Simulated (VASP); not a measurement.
# HgTe (Coloradoite) in VASP: settings compared, part 2 of 2

VASP 6.6.1.

## (3) Single point, PBE+D3(BJ)

This run uses another cell than the first one, of 35.23 Å³/atom, 1.004 times its volume.

INCAR

```
SYSTEM = HgTe
  PREC = Accurate
  ENCUT = 520
  EDIFF = 1E-6
  ISMEAR = -1
  SIGMA = 0.05
  LREAL = .FALSE.
  LASPH = .TRUE.
  NELM = 100
  ALGO = Normal
  ISIF = 2
  LWAVE = .FALSE.
  LCHARG = .FALSE.
  GGA = PE
  IVDW = 12
  NBANDS = 16
```

KPOINTS

```
Automatic mesh
0
G
  7 7 7
  0 0 0
```

POSCAR

```
HgTe
1.0
    0.0000000000      3.2783213261      3.2783213261
    3.2783213261      0.0000000000      3.2783213261
    3.2783213261      3.2783213261      0.0000000000
Hg Te
1 1
Direct
    0.0000000000      0.0000000000      0.0000000000
    0.7500000000      0.7500000000      0.7500000000
```

Potentials or basis: VASP PAW PBE potentials, release 64 (Hg, Te).

Launch:

```
$ cat potpaw_PBE.64/Hg/POTCAR potpaw_PBE.64/Te/POTCAR > POTCAR
$ mpirun -np 1 vasp_std > vasp.out
```

OUTCAR:

```text
SYSTEM = HgTe
   PREC = Accurate
   ENCUT = 520
   EDIFF = 1E-6
   ISMEAR = -1
   LREAL = .FALSE.
   LASPH = .TRUE.
   NELM = 100
   ISIF = 2
   GGA = PE
   IVDW = 12
 IVDW          = 12

 ion  position               nearest neighbor table
   1  0.000  0.000  0.000-   2 2.84   2 2.84   2 2.84   2 2.84
   2  0.750  0.750  0.750-   1 2.84   1 2.84   1 2.84   1 2.84

  LATTYP: Found a face centered cubic cell.
 ALAT       =     6.5566426522

  Lattice vectors:

 A1 = (   0.0000000000,   3.2783213261,   3.2783213261)
[... 559 lines left out ...]

 Edisp (eV)   -0.68529

 E8    (eV) :    -0.3103

  FORCE on cell =-STRESS in cart. coord.  units (eV):
  Direction    XX          YY          ZZ          XY          YZ          ZX
  --------------------------------------------------------------------------------------
  -------------------------------------------------------------------------------------
  Total      -0.05190    -0.05190    -0.05190    -0.00000     0.00000    -0.00000
  in kB      -1.17997    -1.17997    -1.17997    -0.00000     0.00000    -0.00000
  external pressure =       -1.18 kB  Pullay stress =        0.00 kB

 VOLUME and BASIS-vectors are now :
 -----------------------------------------------------------------------------
  energy-cutoff  :      520.00
  volume of cell :       70.47
      direct lattice vectors                 reciprocal lattice vectors
     0.000000000  3.278321326  3.278321326    -0.152517081  0.152517081  0.152517081
     3.278321326  0.000000000  3.278321326     0.152517081 -0.152517081  0.152517081
     3.278321326  3.278321326  0.000000000     0.152517081  0.152517081 -0.152517081

 POSITION                                       TOTAL-FORCE (eV/Angst)
 -----------------------------------------------------------------------------------
      0.00000      0.00000      0.00000        -0.000000     -0.000000     -0.000000
      4.91748      4.91748      4.91748         0.000000      0.000000      0.000000
 -----------------------------------------------------------------------------------
    total drift:                                0.000000      0.000000      0.000000

  FREE ENERGIE OF THE ION-ELECTRON SYSTEM (eV)
  ---------------------------------------------------
  free  energy   TOTEN  =        -4.3160069069 eV

  energy  without entropy=       -4.3152515818  energy(sigma->0) =       -4.31562924
```

OSZICAR:

```text
N       E                     dE             d eps       ncg     rms          rms(c)
DAV:   1     0.105940402345E+03    0.10594E+03   -0.79237E+03   640   0.965E+02
DAV:   2    -0.592653618924E-03   -0.10594E+03   -0.98670E+02   704   0.226E+02
DAV:   3    -0.380250318834E+01   -0.38019E+01   -0.37903E+01   800   0.445E+01
DAV:   4    -0.383740060050E+01   -0.34897E-01   -0.34895E-01   920   0.387E+00
DAV:   5    -0.383747927266E+01   -0.78672E-04   -0.78671E-04   904   0.183E-01    0.697E+00
DAV:   6    -0.363788579719E+01    0.19959E+00   -0.39090E-01   720   0.824E+00    0.559E+00
DAV:   7    -0.363122609710E+01    0.66597E-02   -0.93301E-02   736   0.205E+00    0.213E+00
DAV:   8    -0.363064682644E+01    0.57927E-03   -0.95490E-03   704   0.110E+00    0.499E-01
DAV:   9    -0.363067096316E+01   -0.24137E-04   -0.72015E-04   832   0.305E-01    0.108E-01
DAV:  10    -0.363070021821E+01   -0.29255E-04   -0.87242E-05   768   0.821E-02    0.473E-02
DAV:  11    -0.363071510444E+01   -0.14886E-04   -0.30579E-05   752   0.393E-02    0.286E-02
DAV:  12    -0.363071370593E+01    0.13985E-05   -0.35317E-06   736   0.138E-02    0.167E-02
DAV:  13    -0.363071364141E+01    0.64522E-07   -0.38861E-07   456   0.325E-03
   1 F= -.43160069E+01 E0= -.43156292E+01  d E =-.755325E-03
```

stdout:

```text
POSCAR found type information on POSCAR HgTe
 POSCAR found :  2 types and       2 ions
 scaLAPACK will be used
 LDA part: xc-table for (Slater+PW92), standard interpolation
 POSCAR, INCAR and KPOINTS ok, starting setup
 FFT: planning ... GRIDC
 FFT: planning ... GRID_SOFT
 FFT: planning ... GRID
 WAVECAR not read
 entering main loop
```

Run time: 18 s. Hardware: 1 thread of AMD EPYC 9R45 (Zen 5), shared host; peak memory 0.19 GiB.

What came out:

| Quantity | Value |
| --- | --- |
| Free energy | -4.3160 eV |
| Pressure | -0.1 GPa |
| Band gap on the k mesh | zero (filled and empty bands touch) |
| Dispersion energy per atom | -0.343 eV |

Levels at points of the mesh, in eV from the Fermi level:
| k point | band 7 | band 8 | band 9 | band 10 | band 11 | band 12 |
| --- | --- | --- | --- | --- | --- | --- |
| (0.00, 0.00, 0.00) | -0.87 | -0.04 | -0.04 | -0.04 | 4.26 | 4.26 |

Caveat: three body term missing; spin-orbit coupling is left out, which moves the levels of the heavy elements; pairwise dispersion overbinds metals, which lowers pressure and volume.

## (4) Single point, PBE+D4

INCAR

```
SYSTEM = HgTe
  PREC = Accurate
  ENCUT = 520
  EDIFF = 1E-7
  ISMEAR = -1
  SIGMA = 0.05
  LREAL = .FALSE.
  LASPH = .TRUE.
  NELM = 60
  ALGO = Normal
  ISIF = 2
  LWAVE = .FALSE.
  LCHARG = .FALSE.
  GGA = PE
  IVDW = 13
  NBANDS = 16
```

KPOINTS is that of step 3.

POSCAR

```
HgTe
1.0
    0.0000000000      3.2723106979      3.2723106979
    3.2723106979      0.0000000000      3.2723106979
    3.2723106979      3.2723106979      0.0000000000
Hg Te
1 1
Direct
    0.0000000000      0.0000000000      0.0000000000
    0.7500000000      0.7500000000      0.7500000000
```

Launch:

```
$ cat potpaw_PBE.64/Hg/POTCAR potpaw_PBE.64/Te/POTCAR > POTCAR
$ mpirun -np 1 vasp_std > vasp.out
```

Run time: 19 s. Hardware: 1 thread of AMD EPYC 9R45 (Zen 5), shared host; peak memory 0.18 GiB.

Results (log left out):

```
Free energy                : -4.3603 eV
Pressure                   : 0.0 GPa
Band gap on the k mesh     : zero (filled and empty bands touch)
Dispersion energy per atom : -0.367 eV
```

Levels at points of the mesh, in eV from the Fermi level:
| k point | band 6 | band 7 | band 8 | band 9 | band 10 | band 11 | band 12 | band 13 |
| --- | --- | --- | --- | --- | --- | --- | --- | --- |
| (0.00, 0.00, 0.00) | -6.70 | -0.86 | -0.04 | -0.04 | -0.04 | 4.25 | 4.25 | 4.25 |

Caveat: spin-orbit coupling is left out, which moves the levels of the heavy elements; pairwise dispersion overbinds metals, which lowers pressure and volume.

## (5) Single point, PBE

This run uses another cell than the first one, of 36.79 Å³/atom, 1.049 times its volume.

INCAR

```
ALGO = Normal
EDIFF = 1E-6
ENCUT = 520
GGA = PE
ISIF = 2
ISMEAR = -1
LASPH = True
LCHARG = True
LELF = True
LREAL = False
LVHAR = True
LWAVE = False
NBANDS = 16
NELM = 80
PREC = Accurate
SIGMA = 0.05
```

KPOINTS

```
k-points
0
Gamma
  7 7 7
```

POSCAR

```
HgTe
1.0
    0.0000000000      3.3258454577      3.3258454577
    3.3258454577      0.0000000000      3.3258454577
    3.3258454577      3.3258454577      0.0000000000
Hg Te
1 1
Direct
    0.0000000000      0.0000000000      0.0000000000
    0.7500000000      0.7500000000      0.7500000000
```

Potentials or basis: VASP PAW PBE potentials, release 64 (Hg, Te).

Launch:

```
$ cat potpaw_PBE.64/Hg/POTCAR potpaw_PBE.64/Te/POTCAR > POTCAR
$ mpirun -np 1 vasp_std > vasp.out
```

OUTCAR:

```text
EDIFF = 1E-6
   ENCUT = 520
   GGA = PE
   ISIF = 2
   ISMEAR = -1
   LASPH = True
   LREAL = False
   NELM = 80
   PREC = Accurate

 ion  position               nearest neighbor table
   1  0.000  0.000  0.000-   2 2.88   2 2.88   2 2.88   2 2.88
   2  0.750  0.750  0.750-   1 2.88   1 2.88   1 2.88   1 2.88

  LATTYP: Found a face centered cubic cell.
 ALAT       =     6.6516909154

  Lattice vectors:

 A1 = (   0.0000000000,   3.3258454577,   3.3258454577)
 A2 = (   3.3258454577,   0.0000000000,   3.3258454577)
 A3 = (   3.3258454577,   3.3258454577,   0.0000000000)

Analysis of symmetry for initial positions (statically):
=====================================================================
 Subroutine PRICEL returns:
 Original cell was already a primitive cell.

 Routine SETGRP: Setting up the symmetry group for a
 face centered cubic supercell.

 Subroutine GETGRP returns: Found 24 space group operations
 (whereof 24 operations were pure point group operations)
 out of a pool of 48 trial point group operations.

The static configuration has the point symmetry T_d .

Analysis of symmetry for dynamics (positions and initial velocities):
=====================================================================
 Subroutine PRICEL returns:
 Original cell was already a primitive cell.

 Routine SETGRP: Setting up the symmetry group for a
 face centered cubic supercell.

 Subroutine GETGRP returns: Found 24 space group operations
 (whereof 24 operations were pure point group operations)
 out of a pool of 48 trial point group operations.

The dynamic configuration has the point symmetry T_d .

 Subroutine INISYM returns: Found 24 space group operations
 (whereof 24 operations are pure point group operations),
 and found     1 'primitive' translations

----------------------------------------------------------------------------------------
[... 104 lines left out ...]
   EFERMI_NEDOS =   21; number of points for ismear=-14 and -15
   IALGO  =     38    algorithm
   IMIX   =      4    mixing-type and parameters
     AMIX     =   0.40;   BMIX     =  1.00
     AMIX_MAG =   1.60;   BMIX_MAG =  1.00
  volume/ion in A,a.u.               =      36.79       248.26
  Fermi-wavevector in a.u.,A,eV,Ry     =   1.023891  1.934873 14.263697  1.048352
  Thomas-Fermi vector in A             =   2.157649
   LORBIT       =      0    0 simple, 1 ext, 2 COOP (PROOUT), +10 PAW based schemes
   GGA     = PE    functional components
   LHFCALC =     F    Hartree Fock is set to
   AEXX    =    0.0000 exact exchange contribution
   IVDW    =     0    specifies the selected vdW correction
   LEPSILON=     F    determine dielectric tensor
   LRPA    =     F    only Hartree local field effects (RPA)
 non-spin polarized calculation
  energy-cutoff  :      520.00
  volume of cell :       73.58
 maximum number of plane-waves:      2004
   NGX = 17   NGY = 17   NGZ = 17

 number of electron      17.9999998 magnetization

 Free energy of the ion-electron system (eV)
  ---------------------------------------------------
  ext. energy  EPLUGINS =         0.00000000
  ---------------------------------------------------
  free energy    TOTEN  =        -3.64785253 eV

  energy without entropy =       -3.64703969  energy(sigma->0) =       -3.64744611

 E-fermi :   2.2811     XC(G=0):  -8.3551

 val. band max:        2.2326637039   @ k =   0.0000   0.0000   0.0000
 cond. band min:       2.8680900645   @ k =   0.1429   0.0000   0.0000
 fundamental gap:      0.6354263606
 Fermi energy:         2.2811272521

 k-point     1 :       0.0000    0.0000    0.0000
  band No.  band energies     occupation
      1      -9.1781      2.00000
      2      -4.6589      2.00000
      3      -4.6589      2.00000
      4      -4.6589      2.00000
      5      -4.2275      2.00000
      6      -4.2275      2.00000
[... 357 lines left out ...]
      3      -4.4467      2.00000
      4      -4.2783      2.00000
      5      -4.2318      2.00000
      6      -3.7808      2.00000
[... 8 lines left out ...]
     15      12.1460      0.00000
     16      13.6695      0.00000

------------------------ aborting loop because EDIFF is reached ----------------------------------------

  FORCE on cell =-STRESS in cart. coord.  units (eV):
  Direction    XX          YY          ZZ          XY          YZ          ZX
  --------------------------------------------------------------------------------------
  -------------------------------------------------------------------------------------
  Total        0.0256125      0.0256125      0.0256125      0.0000000      0.0000000      0.0000000
  in kB        0.5577333      0.5577333      0.5577333      0.0000000      0.0000000      0.0000000
  external PRESSURE =       0.5577333 kB  Pullay stress =       0.0000000 kB

 VOLUME and BASIS-vectors are now :
 -----------------------------------------------------------------------------
  energy-cutoff  :      520.00
  volume of cell :       73.58
      direct lattice vectors                 reciprocal lattice vectors
     0.000000000  3.325845458  3.325845458    -0.150337713  0.150337713  0.150337713
     3.325845458  0.000000000  3.325845458     0.150337713 -0.150337713  0.150337713
     3.325845458  3.325845458  0.000000000     0.150337713  0.150337713 -0.150337713

 POSITION                                       TOTAL-FORCE (eV/Angst)
 -----------------------------------------------------------------------------------
      0.00000      0.00000      0.00000         0.000000      0.000000      0.000000
      4.98877      4.98877      4.98877        -0.000000     -0.000000     -0.000000
 -----------------------------------------------------------------------------------
    total drift:                                0.000000      0.000000      0.000000

  FREE ENERGIE OF THE ION-ELECTRON SYSTEM (eV)
  ---------------------------------------------------
  free  energy   TOTEN  =        -3.6478525284 eV

  energy  without entropy=       -3.6470396932  energy(sigma->0) =       -3.64744611
```

Wall time 18 s (1 thread of AMD EPYC 9R45 (Zen 5), shared host); peak memory 0.18 GiB.

Results:

```
Free energy            : -3.6479 eV
Pressure               : 0.1 GPa
Band gap on the k mesh : zero (filled and empty bands touch)
```

Caveat: spin-orbit coupling is left out, which moves the levels of the heavy elements.

## (6) Single point, PBE

This run uses another cell than the first one, of 30.61 Å³/atom, 0.873 times its volume.

INCAR

```
  PREC = Accurate
  ENCUT = 520
  EDIFF = 1E-7
  ISMEAR = -1
  SIGMA = 0.05
  LREAL = False
  LASPH = True
  NELM = 60
  ALGO = Normal
  ISIF = 2
  LWAVE = False
  LCHARG = False
  GGA = PE
  NBANDS = 16
```

KPOINTS

```
Automatic mesh
0
Gamma
  6 6 6
```

POSCAR

```
HgTe
1.0
    0.0000000000      3.0859200000      3.2145000000
    3.0859200000      0.0000000000      3.2145000000
    3.0859200000      3.0859200000      0.0000000000
Hg Te
1 1
Direct
    0.0000000000      0.0000000000      0.0000000000
    0.7500000000      0.7500000000      0.7500000000
```

Potentials or basis: VASP PAW PBE potentials, release 64 (Hg, Te).

Launch:

```
$ cat potpaw_PBE.64/Hg/POTCAR potpaw_PBE.64/Te/POTCAR > POTCAR
$ mpirun -np 1 vasp_std > vasp.out
```

It took 26 s on 1 thread of AMD EPYC 9R45 (Zen 5), shared host; peak memory 0.18 GiB.

Results (log left out):

* Free energy: -3.3050 eV
* Pressure: 10.3 GPa
* Band gap on the k mesh: zero (filled and empty bands touch)

Stress tensor (GPa, compression positive):
```
10.35  0.00  0.00
 0.00 10.35  0.00
 0.00  0.00 10.05
```

Levels at points of the mesh, in eV from the Fermi level:
| k point | band 6 | band 7 | band 8 | band 9 | band 10 | band 11 | band 12 | band 13 |
| --- | --- | --- | --- | --- | --- | --- | --- | --- |
| (0.00, 0.00, 0.00) | -7.37 | -0.54 | -0.18 | 0.00 | 0.00 | 3.98 | 3.98 | 3.98 |
| (0.50, 0.00, 0.00) | -7.02 | -6.24 | -1.36 | -1.15 | 0.63 | 4.75 | 4.98 | 6.72 |
| (0.50, 0.50, 0.00) | -6.88 | -6.20 | -2.66 | -2.66 | 1.98 | 2.31 | 8.35 | 9.20 |
| (0.50, 0.00, 0.50) | -6.79 | -5.98 | -2.90 | -2.78 | 1.66 | 2.09 | 8.63 | 9.05 |

Caveat: spin-orbit coupling is left out, which moves the levels of the heavy elements.

## (7) The runs side by side

```tsv
level	cell	k mesh	gap on the mesh (eV)	pressure (GPa)
PBE+D3(BJ)	a = 4.629 Å, angles 60.0°, 2 atoms	7 × 7 × 7	none	0.1
PBE+D3(BJ)	a = 4.636 Å, angles 60.0°, 2 atoms	7 × 7 × 7	none	-0.1
PBE+D4	a = 4.628 Å, angles 60.0°, 2 atoms	7 × 7 × 7	none	0.0
PBE	a = 4.703 Å, angles 60.0°, 2 atoms	7 × 7 × 7	none	0.1
PBE	a = 4.456, b = 4.456, c = 4.364 Å, angles 60.7, 60.7, 58.6°, 2 atoms	6 × 6 × 6	none	10.3
```

Alike in all rows: task single point; potentials or basis VASP PAW PBE potentials, release 64 (Hg, Te); no spin polarisation; cutoff (eV) 520; smearing fermi-dirac 0.05 eV.

Caveats: spin-orbit coupling is left out, which moves the levels of the heavy elements; pairwise dispersion overbinds metals, which lowers pressure and volume (some runs); three body term missing (some runs).

Absolute energies hang on the potentials; compare differences alone.
